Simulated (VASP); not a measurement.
# Os (Fd-3m) in VASP: notebook

Os is run at these levels: PBE; tasks: relaxation of cell and atoms.

All numbers are computed with VASP 6.6.1; they aren't measurements. Logs are shortened: lines on timing, memory, paths and dates and some standing lists are left out, and cuts for length are marked.

## (1) The cell of the first run

The structure is cubic, space group Fd-3m (No. 227). The conventional cell has a = 5.260 Å, b = 5.260 Å, c = 5.260 Å, α = 90.00°, β = 90.00°, γ = 90.00°. Within 3.0 Å of Os (site symmetry -43m) lie 4 Os at 2.28 Å.

This isn't the form of Os at room conditions, which is hcp.

## (2) Relaxation of cell and atoms, PBE, target pressure 20 GPa, at which the enthalpy is minimised

Input file INCAR:

```
ALGO = Normal
EDIFF = 1E-7
EDIFFG = -0.03
ENCUT = 600
GGA = PE
GGA_COMPAT = F
IBRION = 2
ISIF = 3
ISMEAR = 1
LASPH = T
LCHARG = F
LREAL = F
LWAVE = F
NELM = 120
NELMIN = 4
NSW = 80
PREC = Accurate
PSTRESS = 200.0
SIGMA = 0.05
```

Input file KPOINTS:

```
k-points
0
Gamma
  15 15 15
```

Input file POSCAR:

```
Os
1.0
    0.0000000000      2.6300000000      2.6300000000
    2.6300000000      0.0000000000      2.6300000000
    2.6300000000      2.6300000000      0.0000000000
Os
2
Direct
    1.0000000000      1.0000000000      1.0000000000
    0.2500000000      0.2500000000      0.2500000000
```

Potentials or basis: VASP PAW PBE potentials, release 64 (Os).

Launch:

```
$ cat potpaw_PBE.64/Os/POTCAR > POTCAR
$ mpirun -np 1 vasp_std > vasp.out
```

OUTCAR:

```text
EDIFF = 1E-7
   EDIFFG = -0.03
   ENCUT = 600
   GGA = PE
   IBRION = 2
   ISIF = 3
   ISMEAR = 1
   LASPH = T
   LREAL = F
   NELM = 120
   NELMIN = 4
   NSW = 80
   PREC = Accurate
   PSTRESS = 200.0

 ion  position               nearest neighbor table
   1  0.000  0.000  0.000-   2 2.28   2 2.28   2 2.28   2 2.28
   2  0.250  0.250  0.250-   1 2.28   1 2.28   1 2.28   1 2.28

  LATTYP: Found a face centered cubic cell.
 ALAT       =     5.2600000000

  Lattice vectors:

 A1 = (   0.0000000000,   2.6300000000,   2.6300000000)
 A2 = (   2.6300000000,   0.0000000000,   2.6300000000)
 A3 = (   2.6300000000,   2.6300000000,   0.0000000000)

Analysis of symmetry for initial positions (statically):
=====================================================================
 Subroutine PRICEL returns:
 Original cell was already a primitive cell.

 Routine SETGRP: Setting up the symmetry group for a
 face centered cubic supercell.

 Subroutine GETGRP returns: Found 48 space group operations
 (whereof 24 operations were pure point group operations)
 out of a pool of 48 trial point group operations.

The static configuration has the point symmetry T_d .
 The point group associated with its full space group is O_h .

Analysis of symmetry for dynamics (positions and initial velocities):
=====================================================================
 Subroutine PRICEL returns:
 Original cell was already a primitive cell.

 Routine SETGRP: Setting up the symmetry group for a
 face centered cubic supercell.

 Subroutine GETGRP returns: Found 48 space group operations
 (whereof 24 operations were pure point group operations)
 out of a pool of 48 trial point group operations.

The dynamic configuration has the point symmetry T_d .
 The point group associated with its full space group is O_h .

 Subroutine INISYM returns: Found 48 space group operations
 (whereof 24 operations are pure point group operations),
 and found     1 'primitive' translations

----------------------------------------------------------------------------------------

                                     Primitive cell

  volume of cell :      36.3829

  direct lattice vectors                    reciprocal lattice vectors
     0.000000000  2.630000000  2.630000000    -0.190114068  0.190114068  0.190114068
     2.630000000  0.000000000  2.630000000     0.190114068 -0.190114068  0.190114068
     2.630000000  2.630000000  0.000000000     0.190114068  0.190114068 -0.190114068

  length of vectors
     3.719381669  3.719381669  3.719381669     0.329287226  0.329287226  0.329287226

  position of ions in fractional coordinates (direct lattice)
     0.000000000  0.000000000  0.000000000
     0.250000000  0.250000000  0.250000000

  ion indices of the primitive-cell ions
   primitive index   ion index
                 1           1
                 2           2

----------------------------------------------------------------------------------------

 KPOINTS: k-points

Automatic generation of k-mesh.
 Grid dimensions read from file:
 generate k-points for:   15   15   15

 Generating k-lattice:

  Cartesian coordinates                     Fractional coordinates (reciprocal lattice)
    -0.012674271  0.012674271  0.012674271     0.066666667  0.000000000  0.000000000
     0.012674271 -0.012674271  0.012674271     0.000000000  0.066666667  0.000000000
     0.012674271  0.012674271 -0.012674271     0.000000000  0.000000000  0.066666667

  Length of vectors
     0.021952482  0.021952482  0.021952482

  Shift w.r.t. Gamma in fractional coordinates (k-lattice)
     0.000000000  0.000000000  0.000000000

 Subroutine IBZKPT returns following result:
 ===========================================

 Found    120 irreducible k-points:

 Following reciprocal coordinates:
            Coordinates               Weight
  0.000000  0.000000  0.000000      1.000000
  0.066667  0.000000  0.000000      8.000000
  0.133333  0.000000  0.000000      8.000000
  0.200000  0.000000  0.000000      8.000000
  0.266667  0.000000  0.000000      8.000000
  0.333333  0.000000  0.000000      8.000000
[... 16 lines left out ...]
  0.133333  0.133333  0.000000      6.000000
  0.200000  0.133333  0.000000     24.000000
 [... further k-points ...]
   k-points           NKPTS =    120   k-points in BZ     NKDIM =    120   number of bands    NBANDS=     12
   number of dos      NEDOS =    301   number of ions     NIONS =      2
   total plane-waves  NPLWV =  27000
   dimension x,y,z NGX =    30 NGY =   30 NGZ =   30
   dimension x,y,z NGXF=    60 NGYF=   60 NGZF=   60
   ions per type =               2
   NGX,Y,Z   is equivalent  to a cutoff of  13.41, 13.41, 13.41 a.u.
   NGXF,Y,Z  is equivalent  to a cutoff of  26.82, 26.82, 26.82 a.u.
 SYSTEM =  unknown system
   PREC   = accura    normal or accurate (medium, high low for compatibility)
   ISTART =      0    job   : 0-new  1-cont  2-samecut
   ICHARG =      2    charge: 1-file 2-atom 10-const
   ISPIN  =      1    spin polarized calculation?
   LNONCOLLINEAR =      F non collinear calculations
   LSORBIT =      F    spin-orbit coupling
   LASPH  =      T    aspherical Exc in radial PAW
   ENCUT  =  600.0 eV  44.10 Ry    6.64 a.u.   7.43  7.43  7.43*2*pi/ulx,y,z
   NELM   =    120;   NELMIN=  4; NELMDL= -5     # of ELM steps
   EDIFF  = 0.1E-06   stopping-criterion for ELM
   LREAL  =      F    real-space projection
   EDIFFG = -.3E-01   stopping-criterion for IOM
   NSW    =     80    number of steps for IOM
   IBRION =      2    ionic relax: 0-MD 1-quasi-New 2-CG
   NFREE  =      1    steps in history (QN), initial steepest desc. (CG)
   ISIF   =      3    stress and relaxation
   ISYM   =      2    0-nonsym 1-usesym 2-fastsym
   POTIM  = 0.5000    time-step for ionic-motion
   TEBEG  =    0.0;   TEEND  =   0.0 temperature during run
   PSTRESS=  200.0 pullay stress
   NELECT =      16.0000    total number of electrons
   NUPDOWN=      -1.0000    fix difference up-down
   EMIN   =  10.00;   EMAX   =-10.00  energy-range for DOS
   EFERMI =   0.00;   METHOD = LEGACY
   ISMEAR =     1;   SIGMA  =   0.05  broadening in eV -4-tet -1-fermi 0-gaus
   EFERMI_NEDOS =   21; number of points for ismear=-14 and -15
   IALGO  =     38    algorithm
   IMIX   =      4    mixing-type and parameters
     AMIX     =   0.40;   BMIX     =  1.00
     AMIX_MAG =   1.60;   BMIX_MAG =  1.00
  volume/ion in A,a.u.               =      18.19       122.76
  Fermi-wavevector in a.u.,A,eV,Ry     =   1.244942  2.352599 21.087402  1.549880
  Thomas-Fermi vector in A             =   2.379186
   LORBIT       =      0    0 simple, 1 ext, 2 COOP (PROOUT), +10 PAW based schemes
   GGA     = PE    functional components
   LHFCALC =     F    Hartree Fock is set to
   AEXX    =    0.0000 exact exchange contribution
   IVDW    =     0    specifies the selected vdW correction
   LEPSILON=     F    determine dielectric tensor
   LRPA    =     F    only Hartree local field effects (RPA)
 conjugate gradient relaxation of ions
 non-spin polarized calculation
 Methfessel and Paxton  Order N= 1 SIGMA  =   0.05
  energy-cutoff  :      600.00
  volume of cell :       36.38
 maximum number of plane-waves:      1243
 NGX is ok and might be reduce to    30
   NGX = 15   NGY = 15   NGZ = 15

--------------------------------------- Ionic step        1  -------------------------------------------

 number of electron      16.0000000 magnetization

 Free energy of the ion-electron system (eV)
  ---------------------------------------------------
  ext. energy  EPLUGINS =         0.00000000
  ---------------------------------------------------
  free energy    TOTEN  =       -19.21326686 eV

  energy without entropy =      -19.21327493  energy(sigma->0) =      -19.21326955

------------------------ aborting loop because EDIFF is reached ----------------------------------------

  FORCE on cell =-STRESS in cart. coord.  units (eV):
  Direction    XX          YY          ZZ          XY          YZ          ZX
  --------------------------------------------------------------------------------------
  -------------------------------------------------------------------------------------
  Total       10.5574359     10.5574359     10.5574359      0.0000000      0.0000000     -0.0000000
  in kB      464.9131098    464.9131098    464.9131098      0.0000000      0.0000000     -0.0000000
  external PRESSURE =     264.9131098 kB  Pullay stress =     200.0000000 kB
[... 23 lines left out ...]
  enthalpy is  TOTEN    =       -14.6715855748 eV   P V=        4.5416812882

--------------------------------------- Ionic step        2  -------------------------------------------

 number of electron      15.9999997 magnetization

 E-fermi :   2.1830     XC(G=0): -10.0038

 val. band max:        2.1604827788   @ k =   0.2667   0.2000   0.0667
 cond. band min:       2.1853200465   @ k =   0.4667   0.1333   0.0000
 fundamental gap:      0.0248372676
 Fermi energy:         2.1830049289

 k-point     1 :       0.0000    0.0000    0.0000
  band No.  band energies     occupation
      1      -3.9937      2.00000
      2      -0.7839      2.00000
      3      -0.7839      2.00000
      4      -0.5649      2.00000
      5      -0.5649      2.00000
      6      -0.5649      2.00000
      7       1.7684      2.00000
      8       1.7684      2.00000
      9       1.7684      2.00000
     10       3.7997      0.00000
     11       3.7997      0.00000
     12      12.1982      0.00000
[... 456 lines left out ...]
  enthalpy is  TOTEN    =       -14.8995666184 eV   P V=        4.9146203290

--------------------------------------- Ionic step        5  -------------------------------------------

 number of electron      16.0000000 magnetization

 Free energy of the ion-electron system (eV)
  ---------------------------------------------------
  ext. energy  EPLUGINS =         0.00000000
  ---------------------------------------------------
  free energy    TOTEN  =       -19.80657145 eV

  energy without entropy =      -19.80623923  energy(sigma->0) =      -19.80646071

 E-fermi :   5.3265     XC(G=0): -11.6747

 val. band max:        5.3214036112   @ k =   0.3333   0.0667   0.0000
 cond. band min:       5.3279589458   @ k =  -0.2000   0.1333   0.0000
 fundamental gap:      0.0065553345
 Fermi energy:         5.3264598977

 k-point     1 :       0.0000    0.0000    0.0000
  band No.  band energies     occupation
      1      -2.7791      2.00000
      2       0.6338      2.00000
      3       0.6338      2.00000
      4       1.4530      2.00000
      5       1.4530      2.00000
      6       1.4530      2.00000
      7       4.7176      2.00000
      8       4.7176      2.00000
      9       4.7176      2.00000
     10       8.2385      0.00000
     11       8.2385      0.00000
     12      16.8652      0.00000
[... 374 lines left out ...]
  FREE ENERGIE OF THE ION-ELECTRON SYSTEM (eV)
  ---------------------------------------------------
  free  energy   TOTEN  =       -19.8065714511 eV

  energy  without entropy=      -19.8062392308  energy(sigma->0) =      -19.80646071

  enthalpy is  TOTEN    =       -14.8996029849 eV   P V=        4.9069684662

 reached required accuracy - stopping structural energy minimisation
```

Run time: 97 s. Hardware: 1 thread of Intel Xeon 6975P-C (Granite Rapids), shared host; peak memory 0.22 GiB.

Results:

| Item | Value |
| --- | --- |
| Free energy | -19.8066 eV |
| Relaxed volume | 19.65 Å³/atom |
| Relaxed cell | a = 3.817 Å, b = 3.817 Å, c = 3.817 Å, α = 60.00°, β = 60.00°, γ = 60.00° |
| Space group after relaxing (to 0.1 Å) | Fd-3m (No. 227) |
| Energy change on relaxing (the run minimises the enthalpy) | -296.7 meV/atom |
| Ionic steps | 5 |
| Pressure after relaxing | 20.1 GPa |
| Band gap on the k mesh | zero (bands 8 and 9 overlap by 1.17 eV) |

Step by step:
```csv
step,energy change (eV),largest force (eV/Å),pressure (GPa),volume (Å³)
1,0.0000,0.0000,46.49,36.38
2,0.5654,0.0000,-28.35,54.63
3,-0.6507,0.0000,16.53,39.81
4,-0.6009,0.0000,19.69,39.37
5,-0.5933,0.0000,20.15,39.31
```

Final structure:
```
CELL_PARAMETERS angstrom
0.00000 2.69870 2.69870
2.69870 0.00000 2.69870
2.69870 2.69870 0.00000
ATOMIC_POSITIONS crystal
Os 0.00000 0.00000 0.00000
Os 0.25000 0.25000 0.25000
```

Caveat: the cell is relaxed towards a set pressure, so the run minimises the enthalpy, not the energy; spin-orbit coupling is left out, which moves the levels of the heavy elements.

[end of part 1 of 2]
